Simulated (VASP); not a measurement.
# ZnS (P1) in VASP: further runs, part 2 of 2

VASP 6.6.1. The steps go on from the part before.

**3. Single point, LDA**

INCAR reads:

```
  PREC = Accurate
  ENCUT = 520
  EDIFF = 1E-6
  ISMEAR = 0
  SIGMA = 0.05
  LREAL = False
  LASPH = True
  NELM = 60
  ALGO = Normal
  ISIF = 2
  LWAVE = False
  LCHARG = False
  NBANDS = 46
```

KPOINTS reads:

```
regular mesh
0
Gamma
  6 6 2
```

POSCAR reads:

```
ZnS
1.0
    3.7432720647     -0.0000136384     -0.0000256984
   -1.8716478436      3.2413066597     -0.0004972529
   -0.0000841904     -0.0019296692     12.2541011051
Zn S
4 4
Direct
    0.0001523346      0.0004167200      0.0001618162
    0.0000347011      0.0000713922      0.5001621882
    0.3333568675      0.6667471684      0.2500491306
    0.6665005470      0.3327735378      0.7500705170
   -0.0000305729     -0.0000263966      0.1871982308
   -0.0001187766     -0.0003187127      0.6872055732
    0.3333487195      0.6667151817      0.4375597664
    0.6667561798      0.3336211091      0.9375927778
```

Potentials or basis: VASP PAW LDA potentials, release 64 (Zn, S).

The run is started by

```bash
$ cat potpaw_LDA.64/Zn/POTCAR potpaw_LDA.64/S/POTCAR > POTCAR
$ mpirun -np 1 vasp_std > vasp.out
```

OUTCAR:

```text
PREC = Accurate
   ENCUT = 520
   EDIFF = 1E-6
   ISMEAR = 0
   LREAL = False
   LASPH = True
   NELM = 60
   ISIF = 2

 ion  position               nearest neighbor table
   1  0.000  0.000  0.000-   5 2.29   8 2.29   8 2.29   8 2.29
   2  0.000  0.000  0.500-   6 2.29   7 2.29   7 2.29   7 2.29
   3  0.333  0.667  0.250-   5 2.29   5 2.29   5 2.29   7 2.30
   4  0.667  0.333  0.750-   6 2.29   6 2.29   6 2.30   8 2.30
   5  1.000  1.000  0.187-   1 2.29   3 2.29   3 2.29   3 2.29
   6  1.000  1.000  0.687-   2 2.29   4 2.29   4 2.29   4 2.30
   7  0.333  0.667  0.438-   2 2.29   2 2.29   2 2.29   3 2.30
   8  0.667  0.334  0.938-   1 2.29   1 2.29   1 2.29   4 2.30

  LATTYP: Found a base centered monoclinic cell.
 ALAT       =     6.4825997613
 B/A-ratio  =     0.5774337770
 C/A-ratio  =     2.7523880096
 COS(beta)  =    -0.7268579686

  Lattice vectors:

 A1 = (   1.8716242211,   3.2412930213,  -0.0005229513)
 A2 = (  -1.8716478436,   3.2413066597,  -0.0004972529)
 A3 = (  -0.0000369454, -12.9671290312,  12.2561415135)

Analysis of symmetry for initial positions (statically):
=====================================================================
 Subroutine PRICEL returns:
 Original cell was already a primitive cell.

 Routine SETGRP: Setting up the symmetry group for a
 base centered monoclinic supercell.

 Subroutine GETGRP returns: Found  1 space group operations
 (whereof  1 operations were pure point group operations)
 out of a pool of  4 trial point group operations.

The static configuration has the point symmetry C_1 .

Analysis of symmetry for dynamics (positions and initial velocities):
=====================================================================
 Subroutine PRICEL returns:
 Original cell was already a primitive cell.

 Routine SETGRP: Setting up the symmetry group for a
 base centered monoclinic supercell.

 Subroutine GETGRP returns: Found  1 space group operations
 (whereof  1 operations were pure point group operations)
 out of a pool of  4 trial point group operations.

The dynamic configuration has the point symmetry C_1 .

 Subroutine INISYM returns: Found  1 space group operations
 (whereof  1 operations are pure point group operations),
 and found     1 'primitive' translations

----------------------------------------------------------------------------------------

                                     Primitive cell

  volume of cell :     148.6798

  direct lattice vectors                    reciprocal lattice vectors
     3.743272065 -0.000013638 -0.000025698     0.267146520  0.154260079  0.000026127
    -1.871647844  3.241306660 -0.000497253     0.000001124  0.308518210  0.000048583
    -0.000084190 -0.001929669 12.254101105     0.000000560  0.000012843  0.081605335

  length of vectors
     3.743272065  3.742877871 12.254101257     0.308485714  0.308518214  0.081605336

  position of ions in fractional coordinates (direct lattice)
     0.000152335  0.000416720  0.000161816
     0.000034701  0.000071392  0.500162188
     0.333356868  0.666747168  0.250049131
     0.666500547  0.332773538  0.750070517
     0.999969427  0.999973603  0.187198231
     0.999881223  0.999681287  0.687205573
     0.333348720  0.666715182  0.437559766
     0.666756180  0.333621109  0.937592778

  ion indices of the primitive-cell ions
[... 43 lines left out ...]
  0.500000  0.000000 -0.000000      1.000000
[... 16 lines left out ...]
  0.166667 -0.166667  0.500000      2.000000
  0.333333  0.000000  0.500000      2.000000
 [... further k-points ...]
   k-points           NKPTS =     40   k-points in BZ     NKDIM =     40   number of bands    NBANDS=     46
   number of dos      NEDOS =    301   number of ions     NIONS =      8
   total plane-waves  NPLWV =  75264
   dimension x,y,z NGX =    28 NGY =   28 NGZ =   96
   dimension x,y,z NGXF=    56 NGYF=   56 NGZF=  192
   ions per type =               4   4
   NGX,Y,Z   is equivalent  to a cutoff of  12.44, 12.44, 13.02 a.u.
   NGXF,Y,Z  is equivalent  to a cutoff of  24.87, 24.87, 26.05 a.u.
 SYSTEM =  unknown system
   PREC   = accura    normal or accurate (medium, high low for compatibility)
   ISTART =      0    job   : 0-new  1-cont  2-samecut
   ICHARG =      2    charge: 1-file 2-atom 10-const
   ISPIN  =      1    spin polarized calculation?
   LNONCOLLINEAR =      F non collinear calculations
   LSORBIT =      F    spin-orbit coupling
   LASPH  =      T    aspherical Exc in radial PAW
   ENCUT  =  520.0 eV  38.22 Ry    6.18 a.u.   6.96  6.96 22.78*2*pi/ulx,y,z
   NELM   =     60;   NELMIN=  2; NELMDL= -5     # of ELM steps
   EDIFF  = 0.1E-05   stopping-criterion for ELM
   LREAL  =      F    real-space projection
   EDIFFG = 0.1E-04   stopping-criterion for IOM
   NSW    =      0    number of steps for IOM
   IBRION =     -1    ionic relax: 0-MD 1-quasi-New 2-CG
   NFREE  =      0    steps in history (QN), initial steepest desc. (CG)
   ISIF   =      2    stress and relaxation
   ISYM   =      2    0-nonsym 1-usesym 2-fastsym
   POTIM  = 0.5000    time-step for ionic-motion
   TEBEG  =    0.0;   TEEND  =   0.0 temperature during run
   PSTRESS=    0.0 pullay stress
   NELECT =      72.0000    total number of electrons
   NUPDOWN=      -1.0000    fix difference up-down
   EMIN   =  10.00;   EMAX   =-10.00  energy-range for DOS
   EFERMI =   0.00;   METHOD = LEGACY
   ISMEAR =     0;   SIGMA  =   0.05  broadening in eV -4-tet -1-fermi 0-gaus
   EFERMI_NEDOS =   21; number of points for ismear=-14 and -15
   IALGO  =     38    algorithm
   IMIX   =      4    mixing-type and parameters
     AMIX     =   0.40;   BMIX     =  1.00
     AMIX_MAG =   1.60;   BMIX_MAG =  1.00
  volume/ion in A,a.u.               =      18.58       125.42
  Fermi-wavevector in a.u.,A,eV,Ry     =   1.285588  2.429408 22.486828  1.652735
  Thomas-Fermi vector in A             =   2.417713
   LORBIT       =      0    0 simple, 1 ext, 2 COOP (PROOUT), +10 PAW based schemes
   GGA     = CA    functional components
   LHFCALC =     F    Hartree Fock is set to
   AEXX    =    0.0000 exact exchange contribution
   IVDW    =     0    specifies the selected vdW correction
   LEPSILON=     F    determine dielectric tensor
   LRPA    =     F    only Hartree local field effects (RPA)
 non-spin polarized calculation
 Gauss-broadening in eV      SIGMA  =   0.05
  energy-cutoff  :      520.00
  volume of cell :      148.68
 maximum number of plane-waves:      4022
   NGX = 13   NGY = 13   NGZ = 45

 number of electron      72.0000000 magnetization

 Free energy of the ion-electron system (eV)
  ---------------------------------------------------
  ext. energy  EPLUGINS =         0.00000000
  ---------------------------------------------------
  free energy    TOTEN  =       -32.81161686 eV

  energy without entropy =      -32.81161686  energy(sigma->0) =      -32.81161686

 E-fermi :   2.7654     XC(G=0): -10.3111

 val. band max:        2.5209753722   @ k =   0.0000   0.0000   0.0000
 cond. band min:       4.7145913669   @ k =   0.0000   0.0000   0.0000
 fundamental gap:      2.1936159947
 Fermi energy:         2.7653559377

 k-point     1 :       0.0000    0.0000    0.0000
  band No.  band energies     occupation
      1     -11.0386      2.00000
      2     -10.5627      2.00000
      3     -10.5511      2.00000
      4      -9.9693      2.00000
      5      -4.2408      2.00000
      6      -4.2320      2.00000
[... 1165 lines left out ...]
     45       9.8726      0.00000
     46       9.8730      0.00000

 [... further k-points ...]

------------------------ aborting loop because EDIFF is reached ----------------------------------------

  FORCE on cell =-STRESS in cart. coord.  units (eV):
  Direction    XX          YY          ZZ          XY          YZ          ZX
  --------------------------------------------------------------------------------------
  -------------------------------------------------------------------------------------
  Total        0.2217522      0.2248516      0.2445844     -0.0009893      0.0119091     -0.0006565
  in kB        2.3896067      2.4230056      2.6356467     -0.0106610      0.1283332     -0.0070747
  external PRESSURE =       2.4827530 kB  Pullay stress =       0.0000000 kB

 VOLUME and BASIS-vectors are now :
 -----------------------------------------------------------------------------
  energy-cutoff  :      520.00
  volume of cell :      148.68
      direct lattice vectors                 reciprocal lattice vectors
     3.743272065 -0.000013638 -0.000025698     0.267146520  0.154260079  0.000026127
    -1.871647844  3.241306660 -0.000497253     0.000001124  0.308518210  0.000048583
    -0.000084190 -0.001929669 12.254101105     0.000000560  0.000012843  0.081605335

 POSITION                                       TOTAL-FORCE (eV/Angst)
 -----------------------------------------------------------------------------------
     -0.00021      0.00135      0.00198         0.000068     -0.000804      0.004440
     -0.00005     -0.00073      6.12904        -0.000078     -0.000144      0.003505
     -0.00009      2.16064      3.06379         0.000007     -0.000336      0.000012
      1.87199      1.07716      9.19126        -0.001807      0.005882      0.000129
      1.87154      3.24085      2.29342        -0.000038      0.000895     -0.002086
      1.87172      3.23893      8.42056         0.001489     -0.004064     -0.002103
     -0.00008      2.16018      5.36156         0.000081     -0.000085     -0.000315
      1.87135      1.07955     11.48917         0.000279     -0.001345     -0.003581
 -----------------------------------------------------------------------------------
    total drift:                                0.000045     -0.000218      0.000584

  FREE ENERGIE OF THE ION-ELECTRON SYSTEM (eV)
  ---------------------------------------------------
  free  energy   TOTEN  =       -32.8116168648 eV

  energy  without entropy=      -32.8116168648  energy(sigma->0) =      -32.81161686
```

It took 4.6 min on 1 thread of Intel Xeon Platinum 8488C (Sapphire Rapids), shared host; peak memory 0.34 GiB.

What came out:

```yaml
Free_energy: -32.8116 eV
Pressure: 0.2 GPa
Largest_force: 0.006 eV/Å
Band_gap_on_the_k_mesh: 2.19 eV
```

Forces on the atoms (eV/Å):
```
Zn   0.000 -0.001  0.004
Zn   0.000  0.000  0.004
Zn   0.000  0.000  0.000
Zn  -0.002  0.006  0.000
S    0.000  0.001 -0.002
S    0.001 -0.004 -0.002
S    0.000  0.000  0.000
S    0.000 -0.001 -0.004
```

Levels at points of the mesh, in eV from the valence-band top:
```
           k point  band 33  band 34  band 35  band 36  band 37  band 38  band 39  band 40
(0.00, 0.00, 0.00)    -0.52    -0.05     0.00     0.00     2.19     3.11     3.36     3.62
(0.50, 0.00, 0.00)    -1.78    -1.76    -1.25    -0.97     3.11     3.13     3.56     4.16
(0.50, 0.50, 0.00)    -1.78    -1.76    -1.25    -0.97     3.11     3.13     3.56     4.16
(0.00, 0.50, 0.00)    -1.78    -1.76    -1.25    -0.97     3.11     3.13     3.56     4.15
(0.00, 0.00, 0.50)    -0.16    -0.16    -0.16    -0.16     3.06     3.06     3.25     3.25
(0.50, 0.00, 0.50)    -1.70    -1.70    -1.23    -1.23     3.47     3.47     3.90     3.90
(0.50, 0.50, 0.50)    -1.70    -1.70    -1.23    -1.23     3.47     3.47     3.90     3.90
(0.00, 0.50, 0.50)    -1.70    -1.70    -1.23    -1.23     3.47     3.47     3.90     3.90
```

**4. Single point, LDA**

INCAR: that of step 3 with these lines changed.

```diff
@@ -12,2 +12,3 @@
   LCHARG = False
+  GGA = CA
   NBANDS = 46
```

KPOINTS is that of step 3.

POSCAR reads:

```
ZnS
1.0
    3.7432719707     -0.0000134134     -0.0000258070
   -1.8716476017      3.2413078072     -0.0004946786
   -0.0000845462     -0.0019201362     12.2541433367
Zn S
4 4
Direct
    0.0001533231      0.0004188992      0.0001615798
    0.0000348215      0.0000715521      0.5001618108
    0.3333568975      0.6667469778      0.2500495699
    0.6664992717      0.3327711056      0.7500710661
   -0.0000303699     -0.0000261557      0.1871974143
   -0.0001197899     -0.0003206253      0.6872047347
    0.3333487684      0.6667151139      0.4375603183
    0.6667570776      0.3336231324      0.9375935061
```

Potentials or basis: VASP PAW LDA potentials, release 64 (Zn, S).

The run is started by

```bash
$ cat potpaw_LDA.64/Zn/POTCAR potpaw_LDA.64/S/POTCAR > POTCAR
$ mpirun -np 1 vasp_std > vasp.out
```

OUTCAR:

```text
PREC = Accurate
   ENCUT = 520
   EDIFF = 1E-6
   ISMEAR = 0
   LREAL = False
   LASPH = True
   NELM = 60
   ISIF = 2
   GGA = CA

 ion  position               nearest neighbor table
   1  0.000  0.000  0.000-   5 2.29   8 2.29   8 2.29   8 2.29
   2  0.000  0.000  0.500-   6 2.29   7 2.29   7 2.29   7 2.29
   3  0.333  0.667  0.250-   5 2.29   5 2.29   5 2.29   7 2.30
   4  0.666  0.333  0.750-   6 2.29   6 2.29   6 2.30   8 2.30
   5  1.000  1.000  0.187-   1 2.29   3 2.29   3 2.29   3 2.29
   6  1.000  1.000  0.687-   2 2.29   4 2.29   4 2.29   4 2.30
   7  0.333  0.667  0.438-   2 2.29   2 2.29   2 2.29   3 2.30
   8  0.667  0.334  0.938-   1 2.29   1 2.29   1 2.29   4 2.30

  LATTYP: Found a base centered monoclinic cell.
 ALAT       =     6.4826022805
 B/A-ratio  =     0.5774335381
 C/A-ratio  =     2.7523898431
 COS(beta)  =    -0.7268564164

  Lattice vectors:

 A1 = (   1.8716243690,   3.2412943938,  -0.0005204856)
 A2 = (  -1.8716476017,   3.2413078072,  -0.0004946786)
[... 192 lines left out ...]
 fundamental gap:      2.1936089195
 Fermi energy:         2.7653314661

 k-point     1 :       0.0000    0.0000    0.0000
  band No.  band energies     occupation
      1     -11.0386      2.00000
      2     -10.5627      2.00000
      3     -10.5512      2.00000
      4      -9.9693      2.00000
      5      -4.2408      2.00000
      6      -4.2320      2.00000
[... 1165 lines left out ...]
     45       9.8726      0.00000
     46       9.8730      0.00000

 [... further k-points ...]

------------------------ aborting loop because EDIFF is reached ----------------------------------------

  FORCE on cell =-STRESS in cart. coord.  units (eV):
  Direction    XX          YY          ZZ          XY          YZ          ZX
  --------------------------------------------------------------------------------------
  -------------------------------------------------------------------------------------
  Total        0.2301944      0.2332510      0.2526566     -0.0009857      0.0118439     -0.0006481
  in kB        2.4805703      2.5135092      2.7226226     -0.0106215      0.1276298     -0.0069840
  external PRESSURE =       2.5722340 kB  Pullay stress =       0.0000000 kB

 VOLUME and BASIS-vectors are now :
 -----------------------------------------------------------------------------
  energy-cutoff  :      520.00
  volume of cell :      148.68
      direct lattice vectors                 reciprocal lattice vectors
     3.743271971 -0.000013413 -0.000025807     0.267146517  0.154260003  0.000026015
    -1.871647602  3.241307807 -0.000494679     0.000001106  0.308518090  0.000048343
    -0.000084546 -0.001920136 12.254143337     0.000000563  0.000012779  0.081605054

 POSITION                                       TOTAL-FORCE (eV/Angst)
 -----------------------------------------------------------------------------------
     -0.00021      0.00136      0.00198         0.000070     -0.000817      0.004462
     -0.00005     -0.00073      6.12905        -0.000079     -0.000153      0.003531
     -0.00009      2.16065      3.06380         0.000007     -0.000334     -0.000001
      1.87199      1.07716      9.19130        -0.001806      0.005891      0.000093
      1.87154      3.24085      2.29342        -0.000035      0.000904     -0.002002
      1.87172      3.23894      8.42058         0.001478     -0.004070     -0.002064
     -0.00008      2.16018      5.36159         0.000089     -0.000091     -0.000375
      1.87135      1.07957     11.48922         0.000276     -0.001329     -0.003645
 -----------------------------------------------------------------------------------
    total drift:                                0.000039     -0.000226      0.000715

  FREE ENERGIE OF THE ION-ELECTRON SYSTEM (eV)
  ---------------------------------------------------
  free  energy   TOTEN  =       -32.8116182143 eV

  energy  without entropy=      -32.8116182143  energy(sigma->0) =      -32.81161821
```

stdout:

```text
POSCAR found type information on POSCAR ZnS
 POSCAR found :  2 types and       8 ions
 scaLAPACK will be used
 LDA part: xc-table for (Slater(with rela. corr.)+CA(PZ))
 , standard interpolation
 POSCAR, INCAR and KPOINTS ok, starting setup
 FFT: planning ... GRIDC
 FFT: planning ... GRID_SOFT
 FFT: planning ... GRID
 WAVECAR not read
 entering main loop
```

Run time: 4.5 min. Hardware: 1 thread of Intel Xeon Platinum 8488C (Sapphire Rapids), shared host; peak memory 0.34 GiB.

What came out:

```yaml
Free_energy: -32.8116 eV
Pressure: 0.3 GPa
Largest_force: 0.006 eV/Å
Band_gap_on_the_k_mesh: 2.19 eV
```

Forces in eV/Å, atoms in the order of the input:
```
Zn   0.000 -0.001  0.004
Zn   0.000  0.000  0.004
Zn   0.000  0.000  0.000
Zn  -0.002  0.006  0.000
S    0.000  0.001 -0.002
S    0.001 -0.004 -0.002
S    0.000  0.000  0.000
S    0.000 -0.001 -0.004
```

Expect the measured gap to be larger: semilocal functionals such as LDA lack the derivative discontinuity.
